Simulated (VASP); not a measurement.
# PbS (Galena) (Fm-3m) in VASP: a series of runs

The runs below take PbS (Galena) through single point, relaxation of cell and atoms, with r2SCAN+rVV10, SVWN5.

All numbers are computed with VASP 6.6.1; they aren't measurements. Logs are shortened: lines on timing, memory, paths and dates and some standing lists are left out, and cuts for length are marked.

### 1 The cell of the first run

Symmetry: Fm-3m, No. 225, cubic system. The conventional cell has a = 5.971 Å, b = 5.971 Å, c = 5.971 Å, α = 90.00°, β = 90.00°, γ = 90.00°. Pb (site symmetry m-3m) has 6 S at 2.99 Å within 3.9 Å. Within 3.9 Å of S (site symmetry m-3m) lie 6 Pb at 2.99 Å.

### 2 Single point, r2SCAN+rVV10

Input file POSCAR:

```
PbS
1.0
    0.0000000000      2.9853913009      2.9853913009
    2.9853913009      0.0000000000      2.9853913009
    2.9853913009      2.9853913009      0.0000000000
Pb S
1 1
Direct
    0.0000000000      0.0000000000      0.0000000000
    0.5000000000      0.5000000000      0.5000000000
```

Input file INCAR.step1:

```
SYSTEM = PbS
PREC = Accurate
ENCUT = 520
ISMEAR = -1
SIGMA = 0.05
LREAL = .False.
LASPH = .True.
NELM = 100
NBANDS = 17
GGA = PE
ALGO = Normal
EDIFF = 1E-4
LWAVE = .True.
LCHARG = .False.
```

Input file INCAR.step2:

```
SYSTEM = PbS
PREC = Accurate
ENCUT = 520
EDIFF = 1E-6
ISMEAR = -1
SIGMA = 0.05
LREAL = .False.
LASPH = .True.
NELM = 100
ALGO = Normal
ISIF = 2
LWAVE = .False.
LCHARG = .False.
METAGGA = R2SCAN
LMIXTAU = .True.
LUSE_VDW = .True.
IVDW_NL = 2
BPARAM = 11.95
CPARAM = 0.0093
NBANDS = 17
ISTART = 1
```

Input file KPOINTS:

```
Automatic mesh
0
Gamma
  8 8 8
  0 0 0
```

Potentials or basis: VASP PAW PBE potentials, release 64 (Pb_d, S).

The run is started by

```
$ cat potpaw_PBE.64/Pb_d/POTCAR potpaw_PBE.64/S/POTCAR > POTCAR
$ cp INCAR.step1 INCAR
$ mpirun -np 1 vasp_std > vasp.out
$ cp INCAR.step2 INCAR
$ mpirun -np 1 vasp_std > vasp.out
```

OUTCAR:

```text
SYSTEM = PbS
   PREC = Accurate
   ENCUT = 520
   EDIFF = 1E-6
   ISMEAR = -1
   LREAL = .False.
   LASPH = .True.
   NELM = 100
   ISIF = 2
   METAGGA = R2SCAN
   IVDW_NL = 2
   BPARAM = 11.95
   ISTART = 1

 ion  position               nearest neighbor table
   1  0.000  0.000  0.000-   2 2.99   2 2.99   2 2.99   2 2.99   2 2.99   2 2.99
   2  0.500  0.500  0.500-   1 2.99   1 2.99   1 2.99   1 2.99   1 2.99   1 2.99

  LATTYP: Found a face centered cubic cell.
 ALAT       =     5.9707826018

  Lattice vectors:

 A1 = (   0.0000000000,   2.9853913009,   2.9853913009)
 A2 = (   2.9853913009,   0.0000000000,   2.9853913009)
 A3 = (   2.9853913009,   2.9853913009,   0.0000000000)

Analysis of symmetry for initial positions (statically):
=====================================================================
 Subroutine PRICEL returns:
 Original cell was already a primitive cell.

 Routine SETGRP: Setting up the symmetry group for a
 face centered cubic supercell.

 Subroutine GETGRP returns: Found 48 space group operations
[... 9 lines left out ...]

 Routine SETGRP: Setting up the symmetry group for a
 face centered cubic supercell.

 Subroutine GETGRP returns: Found 48 space group operations
[... 11 lines left out ...]
                                     Primitive cell

  volume of cell :      53.2150

  direct lattice vectors                    reciprocal lattice vectors
     0.000000000  2.985391301  2.985391301    -0.167482233  0.167482233  0.167482233
     2.985391301  0.000000000  2.985391301     0.167482233 -0.167482233  0.167482233
     2.985391301  2.985391301  0.000000000     0.167482233  0.167482233 -0.167482233

  length of vectors
     4.221980867  4.221980867  4.221980867     0.290087736  0.290087736  0.290087736

  position of ions in fractional coordinates (direct lattice)
     0.000000000  0.000000000  0.000000000
     0.500000000  0.500000000  0.500000000

  ion indices of the primitive-cell ions
   primitive index   ion index
                 1           1
                 2           2

----------------------------------------------------------------------------------------

 KPOINTS: Automatic mesh

Automatic generation of k-mesh.
 Grid dimensions read from file:
 generate k-points for:    8    8    8

 Generating k-lattice:

  Cartesian coordinates                     Fractional coordinates (reciprocal lattice)
    -0.020935279  0.020935279  0.020935279     0.125000000  0.000000000  0.000000000
     0.020935279 -0.020935279  0.020935279     0.000000000  0.125000000  0.000000000
     0.020935279  0.020935279 -0.020935279     0.000000000  0.000000000  0.125000000

  Length of vectors
     0.036260967  0.036260967  0.036260967

  Shift w.r.t. Gamma in fractional coordinates (k-lattice)
     0.000000000  0.000000000  0.000000000

 Subroutine IBZKPT returns following result:
 ===========================================

 Found     29 irreducible k-points:

 Following reciprocal coordinates:
            Coordinates               Weight
  0.000000  0.000000  0.000000      1.000000
  0.125000  0.000000  0.000000      8.000000
  0.250000  0.000000  0.000000      8.000000
  0.375000  0.000000  0.000000      8.000000
  0.500000  0.000000  0.000000      4.000000
  0.125000  0.125000  0.000000      6.000000
[... 16 lines left out ...]
  0.500000  0.250000  0.125000     48.000000
 -0.375000  0.250000  0.125000     24.000000
 [... further k-points ...]
   k-points           NKPTS =     29   k-points in BZ     NKDIM =     29   number of bands    NBANDS=     17
   number of dos      NEDOS =    301   number of ions     NIONS =      2
   total plane-waves  NPLWV =  32768
   dimension x,y,z NGX =    32 NGY =   32 NGZ =   32
   dimension x,y,z NGXF=    64 NGYF=   64 NGZF=   64
   ions per type =               1   1
   NGX,Y,Z   is equivalent  to a cutoff of  12.60, 12.60, 12.60 a.u.
   NGXF,Y,Z  is equivalent  to a cutoff of  25.20, 25.20, 25.20 a.u.
 SYSTEM =  PbS
   PREC   = accura    normal or accurate (medium, high low for compatibility)
   ISTART =      1    job   : 0-new  1-cont  2-samecut
   ICHARG =      0    charge: 1-file 2-atom 10-const
   ISPIN  =      1    spin polarized calculation?
   LNONCOLLINEAR =      F non collinear calculations
   LSORBIT =      F    spin-orbit coupling
   LASPH  =      T    aspherical Exc in radial PAW
   ENCUT  =  520.0 eV  38.22 Ry    6.18 a.u.   7.85  7.85  7.85*2*pi/ulx,y,z
   NELM   =    100;   NELMIN=  2; NELMDL=  0     # of ELM steps
   EDIFF  = 0.1E-05   stopping-criterion for ELM
   LREAL  =      F    real-space projection
   EDIFFG = 0.1E-04   stopping-criterion for IOM
   NSW    =      0    number of steps for IOM
   IBRION =     -1    ionic relax: 0-MD 1-quasi-New 2-CG
   NFREE  =      0    steps in history (QN), initial steepest desc. (CG)
   ISIF   =      2    stress and relaxation
   ISYM   =      2    0-nonsym 1-usesym 2-fastsym
   POTIM  = 0.5000    time-step for ionic-motion
[... 87 lines left out ...]
      3     -11.9587      2.00000
      4     -11.9220      2.00000
      5     -11.9220      2.00000
      6      -7.6524      2.00000
[... 9 lines left out ...]
     16      15.0876      0.00000
     17      17.6528      0.00000

 k-point     5 :       0.5000    0.0000    0.0000
  band No.  band energies     occupation
      1     -11.9794      2.00000
      2     -11.9794      2.00000
      3     -11.9585      2.00000
      4     -11.9159      2.00000
      5     -11.9159      2.00000
      6      -7.4073      2.00000
[... 9 lines left out ...]
     16      16.0596      0.00000
     17      16.3879      0.00000

 k-point     6 :       0.1250    0.1250    0.0000
  band No.  band energies     occupation
      1     -11.9651      2.00000
      2     -11.9583      2.00000
      3     -11.9537      2.00000
      4     -11.9537      2.00000
      5     -11.9423      2.00000
      6      -8.4351      2.00000
[... 9 lines left out ...]
     16      13.7216      0.00000
     17      15.2122      0.00000

 k-point     7 :       0.2500    0.1250    0.0000
  band No.  band energies     occupation
      1     -11.9749      2.00000
      2     -11.9648      2.00000
      3     -11.9529      2.00000
      4     -11.9441      2.00000
      5     -11.9331      2.00000
      6      -8.1424      2.00000
[... 9 lines left out ...]
     16      14.5616      0.00000
     17      16.4968      0.00000

 k-point     8 :       0.3750    0.1250    0.0000
  band No.  band energies     occupation
      1     -11.9893      2.00000
      2     -11.9619      2.00000
      3     -11.9597      2.00000
      4     -11.9339      2.00000
      5     -11.9196      2.00000
      6      -7.6982      2.00000
[... 9 lines left out ...]
     16      15.6631      0.00000
     17      17.5918      0.00000
[... 203 lines left out ...]
      1     -12.0840      2.00000
      2     -11.9786      2.00000
      3     -11.9287      2.00000
      4     -11.9113      2.00000
      5     -11.9080      2.00000
      6      -7.0449      2.00000
[... 9 lines left out ...]
     16      17.5431      0.00000
     17      17.6464      0.00000

 k-point    20 :      -0.3750    0.3750    0.0000
  band No.  band energies     occupation
      1     -12.0629      2.00000
      2     -11.9644      2.00000
      3     -11.9401      2.00000
      4     -11.9208      2.00000
      5     -11.9124      2.00000
      6      -6.9872      2.00000
[... 9 lines left out ...]
     16      16.7526      0.00000
     17      18.5942      0.00000

 k-point    21 :       0.5000    0.5000    0.0000
  band No.  band energies     occupation
      1     -12.1036      2.00000
      2     -11.9851      2.00000
      3     -11.9217      2.00000
      4     -11.9048      2.00000
      5     -11.9048      2.00000
      6      -6.9725      2.00000
[... 9 lines left out ...]
     16      18.2118      0.00000
     17      18.2129      0.00000

 k-point    22 :       0.3750    0.2500    0.1250
  band No.  band energies     occupation
      1     -11.9951      2.00000
      2     -11.9649      2.00000
      3     -11.9526      2.00000
      4     -11.9346      2.00000
      5     -11.9257      2.00000
      6      -7.8017      2.00000
[... 9 lines left out ...]
     16      15.7732      0.00000
     17      16.0911      0.00000

 k-point    23 :       0.5000    0.2500    0.1250
  band No.  band energies     occupation
      1     -12.0109      2.00000
      2     -11.9606      2.00000
      3     -11.9549      2.00000
      4     -11.9299      2.00000
      5     -11.9193      2.00000
      6      -7.3881      2.00000
[... 9 lines left out ...]
     16      16.1749      0.00000
     17      17.2434      0.00000

 k-point    24 :      -0.3750    0.2500    0.1250
  band No.  band energies     occupation
      1     -12.0167      2.00000
      2     -11.9635      2.00000
      3     -11.9467      2.00000
      4     -11.9346      2.00000
      5     -11.9149      2.00000
      6      -7.1826      2.00000
[... 9 lines left out ...]
     16      16.8386      0.00000
     17      17.1548      0.00000

 [... further k-points ...]

------------------------ aborting loop because EDIFF is reached ----------------------------------------

  FORCE on cell =-STRESS in cart. coord.  units (eV):
  Direction    XX          YY          ZZ          XY          YZ          ZX
  --------------------------------------------------------------------------------------
  -------------------------------------------------------------------------------------
  Total       -0.2535352     -0.2535352     -0.2535352      0.0000000     -0.0000000      0.0000000
  in kB       -7.6333484     -7.6333484     -7.6333484      0.0000000     -0.0000000      0.0000000
  external PRESSURE =      -7.6333484 kB  Pullay stress =       0.0000000 kB

 VOLUME and BASIS-vectors are now :
 -----------------------------------------------------------------------------
  energy-cutoff  :      520.00
  volume of cell :       53.21
      direct lattice vectors                 reciprocal lattice vectors
     0.000000000  2.985391301  2.985391301    -0.167482233  0.167482233  0.167482233
     2.985391301  0.000000000  2.985391301     0.167482233 -0.167482233  0.167482233
     2.985391301  2.985391301  0.000000000     0.167482233  0.167482233 -0.167482233

 POSITION                                       TOTAL-FORCE (eV/Angst)
 -----------------------------------------------------------------------------------
      0.00000      0.00000      0.00000         0.000000      0.000000      0.000000
      2.98539      2.98539      2.98539        -0.000000     -0.000000     -0.000000
 -----------------------------------------------------------------------------------
    total drift:                                0.000000     -0.000000     -0.000000

  FREE ENERGIE OF THE ION-ELECTRON SYSTEM (eV)
  ---------------------------------------------------
  free  energy   TOTEN  =       -65.1053109049 eV

  energy  without entropy=      -65.1052933316  energy(sigma->0) =      -65.10530212
```

Wall time 59 s (1 thread of Intel Xeon 6975P-C (Granite Rapids), shared host); peak memory 0.32 GiB.

Results:

```yaml
Free_energy: -65.1053 eV
Pressure: -0.8 GPa
Band_gap_on_the_k_mesh: 0.65 eV, direct
```

Caveat: the PAW data sets were made with another functional, which shifts forces and pressure a little; spin-orbit coupling is left out, which moves the levels of the heavy elements.

### 3 Single point, r2SCAN+rVV10

This run uses another cell than the first one, of 27.13 Å³/atom, 1.020 times its volume.

Input file POSCAR:

```
PbS
1.0
    0.0000000000      3.0047775019      3.0047775019
    3.0047775019      0.0000000000      3.0047775019
    3.0047775019      3.0047775019      0.0000000000
Pb S
1 1
Direct
    0.0000000000      0.0000000000      0.0000000000
    0.5000000000      0.5000000000      0.5000000000
```

INCAR.step1, as its differences from that of step 2:

```diff
@@ -7,3 +7,3 @@
 LASPH = .True.
-NELM = 100
+NELM = 60
 NBANDS = 17
```

INCAR.step2, as its differences from that of step 2:

```diff
@@ -8,3 +8,3 @@
 LASPH = .True.
-NELM = 100
+NELM = 60
 ALGO = Normal
@@ -12,3 +12,3 @@
 LWAVE = .False.
-LCHARG = .False.
+LCHARG = .True.
 METAGGA = R2SCAN
@@ -19,2 +19,4 @@
 CPARAM = 0.0093
+LELF = .True.
+LVHAR = .True.
 NBANDS = 17
```

Input file KPOINTS:

```
regular mesh
0
Gamma
  8 8 8
  0 0 0
```

Potentials or basis: VASP PAW PBE potentials, release 64 (Pb_d, S).

The run is started by

```
$ cat potpaw_PBE.64/Pb_d/POTCAR potpaw_PBE.64/S/POTCAR > POTCAR
$ cp INCAR.step1 INCAR
$ mpirun -np 1 vasp_std > vasp.out
$ cp INCAR.step2 INCAR
$ mpirun -np 1 vasp_std > vasp.out
```

It took 70 s on 1 thread of Intel Xeon 6975P-C (Granite Rapids), shared host; peak memory 0.32 GiB.

It converged, with:

```yaml
Free_energy: -65.0973 eV
Pressure: -1.8 GPa
Band_gap_on_the_k_mesh: 0.72 eV, direct
```

Levels at points of the mesh, in eV from the valence-band top:
```
           k point  band 8  band 9  band 10  band 11  band 12  band 13
(0.00, 0.00, 0.00)   -2.09   -2.09    -2.09     5.47     5.47     5.47
(0.50, 0.00, 0.00)   -1.72   -1.72     0.00     0.72     2.29     2.29
(0.50, 0.50, 0.00)   -5.03   -3.32    -3.32     4.28     5.88     5.96
```

Caveat: the PAW data sets were made with another functional, which shifts forces and pressure a little; spin-orbit coupling is left out, which moves the levels of the heavy elements. A k mesh can miss the band edges.

### 4 Single point, r2SCAN+rVV10

This run uses another cell than the first one, of 27.65 Å³/atom, 1.039 times its volume.

Input file POSCAR:

```
PbS
1.0
    0.0000000000      3.0239167281      3.0239167281
    3.0239167281      0.0000000000      3.0239167281
    3.0239167281      3.0239167281      0.0000000000
Pb S
1 1
Direct
    0.0000000000      0.0000000000      0.0000000000
    0.5000000000      0.5000000000      0.5000000000
```

Input file INCAR.step1:

```
SYSTEM = PbS
PREC     = Accurate       ! precision mode
ENCUT    = 520            ! plane-wave cutoff, eV
ISMEAR   = -1             ! smearing method
SIGMA    = 0.05           ! smearing width, eV
LREAL    = .FALSE.        ! projectors in reciprocal space
LASPH    = .TRUE.         ! aspherical terms in the spheres
NELM     = 80             ! most SCF steps
NBANDS   = 17             ! bands
GGA      = PE             ! functional
ALGO     = Normal         ! electronic algorithm
EDIFF    = 1E-4           ! SCF threshold, eV
LWAVE    = .TRUE.         ! write WAVECAR
LCHARG   = .FALSE.        ! write CHGCAR
```

Input file INCAR.step2:

```
SYSTEM = PbS
PREC     = Accurate       ! precision mode
ENCUT    = 520            ! plane-wave cutoff, eV
EDIFF    = 1E-6           ! SCF threshold, eV
ISMEAR   = -1             ! smearing method
SIGMA    = 0.05           ! smearing width, eV
LREAL    = .FALSE.        ! projectors in reciprocal space
LASPH    = .TRUE.         ! aspherical terms in the spheres
NELM     = 80             ! most SCF steps
ALGO     = Normal         ! electronic algorithm
ISIF     = 2              ! what is computed and relaxed
LWAVE    = .FALSE.        ! write WAVECAR
LCHARG   = .FALSE.        ! write CHGCAR
METAGGA  = R2SCAN         ! meta-GGA
LMIXTAU  = .TRUE.       
LUSE_VDW = .TRUE.       
IVDW_NL  = 2            
BPARAM   = 11.95        
CPARAM   = 0.0093       
NBANDS   = 17             ! bands
ISTART   = 1
```

Input file KPOINTS:

```
regular mesh
0
G
  8 8 8
  0 0 0
```

The run is started by

```
$ cat potpaw_PBE.64/Pb_d/POTCAR potpaw_PBE.64/S/POTCAR > POTCAR
$ cp INCAR.step1 INCAR
$ mpirun -np 1 vasp_std > vasp.out
$ cp INCAR.step2 INCAR
$ mpirun -np 1 vasp_std > vasp.out
```

Run time: 55 s. Hardware: 1 thread of Intel Xeon 6975P-C (Granite Rapids), shared host; peak memory 0.32 GiB.

The run converged. Its results:

```
Free energy            : -65.0826 eV
Pressure               : -2.8 GPa
Band gap on the k mesh : 0.78 eV, direct
```

Levels at points of the mesh, in eV from the valence-band top:
| k point | band 7 | band 8 | band 9 | band 10 | band 11 | band 12 | band 13 | band 14 |
| --- | --- | --- | --- | --- | --- | --- | --- | --- |
| (0.00, 0.00, 0.00) | -6.15 | -1.98 | -1.98 | -1.98 | 5.43 | 5.43 | 5.43 | 7.30 |
| (0.50, 0.00, 0.00) | -8.71 | -1.62 | -1.62 | 0.00 | 0.78 | 2.35 | 2.35 | 9.05 |
| (0.50, 0.50, 0.00) | -7.21 | -4.85 | -3.18 | -3.18 | 4.38 | 5.83 | 5.91 | 5.91 |

Caveat: the PAW data sets were made with another functional, which shifts forces and pressure a little; spin-orbit coupling is left out, which moves the levels of the heavy elements.

### 5 Relaxation of cell and atoms, SVWN5

This run uses another cell than the first one, of 26.09 Å³/atom, 0.980 times its volume.

Input file INCAR:

```
  PREC = Accurate
  ENCUT = 600
  EDIFF = 1E-6
  ISMEAR = -1
  SIGMA = 0.05
  LREAL = F
  LASPH = T
  NELM = 100
  ALGO = Normal
  ISIF = 3
  LWAVE = F
  LCHARG = F
  GGA = VW
  IBRION = 2
  NSW = 60
  EDIFFG = -0.01
```

Input file KPOINTS:

```
Automatic mesh
0
Gamma
  8 8 8
```

Input file POSCAR:

```
PbS
1.0
    0.0000000000      2.9657500000      2.9657500000
    2.9657500000      0.0000000000      2.9657500000
    2.9657500000      2.9657500000      0.0000000000
Pb S
1 1
Direct
    0.0000000000      0.0000000000      0.0000000000
    0.5000000000      0.5000000000      0.5000000000
```

The run is started by

```
$ cat potpaw_PBE.64/Pb_d/POTCAR potpaw_PBE.64/S/POTCAR > POTCAR
$ mpirun -np 1 vasp_std > vasp.out
```

It took 24 s on 1 thread of Intel Xeon 6975P-C (Granite Rapids), shared host; peak memory 0.18 GiB.

Results (log left out):

```
Free energy                            : -10.0061 eV
Relaxed volume                         : 24.96 Å³/atom
Relaxed cell                           : a = 4.133 Å, b = 4.133 Å, c = 4.133 Å, α = 60.00°, β = 60.00°, γ = 60.00°
Space group after relaxing (to 0.05 Å) : Fm-3m (No. 225)
Energy gained by relaxing              : 9.4 meV/atom
Ionic steps                            : 3
Pressure after relaxing                : 0.0 GPa
Band gap on the k mesh                 : 0.07 eV, direct
```

The path:
| step | energy change (eV) | largest force (eV/Å) | pressure (GPa) | volume (Å³) |
| --- | --- | --- | --- | --- |
| 1 | 0.0000 | 0.0000 | -2.57 | 52.17 |
| 2 | -0.0160 | 0.0000 | 1.14 | 49.07 |
| 3 | -0.0189 | 0.0000 | 0.00 | 49.91 |

Final structure:
```
Pb S
1.0
     0.00000    2.92228    2.92228
     2.92228    0.00000    2.92228
     2.92228    2.92228    0.00000
Pb S
1 1
Direct
  0.00000 0.00000 0.00000
  0.50000 0.50000 0.50000
```

Levels at points of the mesh, in eV from the valence-band top:
```csv
k point,band 7,band 8,band 9,band 10,band 11,band 12,band 13,band 14
"(0.00, 0.00, 0.00)",-6.09,-2.40,-2.40,-2.40,5.16,5.16,5.16,6.55
"(0.50, 0.00, 0.00)",-9.27,-1.96,-1.96,0.00,0.07,1.71,1.71,8.52
"(0.50, 0.50, 0.00)",-7.45,-5.67,-3.78,-3.78,3.54,5.59,5.70,5.70
```

Caveat: the PAW data sets were made with another functional, which shifts forces and pressure a little; spin-orbit coupling is left out, which moves the levels of the heavy elements.

### 6 The runs side by side

| task | level | cell | cutoff (eV) | gap on the mesh (eV) | pressure (GPa) |
| --- | --- | --- | --- | --- | --- |
| single point | r2SCAN+rVV10 | a = 4.222 Å, angles 60.0°, 2 atoms | 520 | 0.65 | -0.8 |
| single point | r2SCAN+rVV10 | a = 4.249 Å, angles 60.0°, 2 atoms | 520 | 0.72 | -1.8 |
| single point | r2SCAN+rVV10 | a = 4.276 Å, angles 60.0°, 2 atoms | 520 | 0.78 | -2.8 |
| relaxation of cell and atoms | SVWN5 | relaxed from a = 4.194 Å, angles 60.0°, 2 atoms | 600 | 0.07 | 0.0 |

Alike in all rows: potentials or basis VASP PAW PBE potentials, release 64 (Pb_d, S); no spin polarisation; k mesh 8 × 8 × 8; smearing fermi-dirac 0.05 eV.

Caveats: the PAW data sets were made with another functional, which shifts forces and pressure a little; spin-orbit coupling is left out, which moves the levels of the heavy elements.

Total energies depend on the potentials used, so only differences within one code and one set of settings carry meaning.
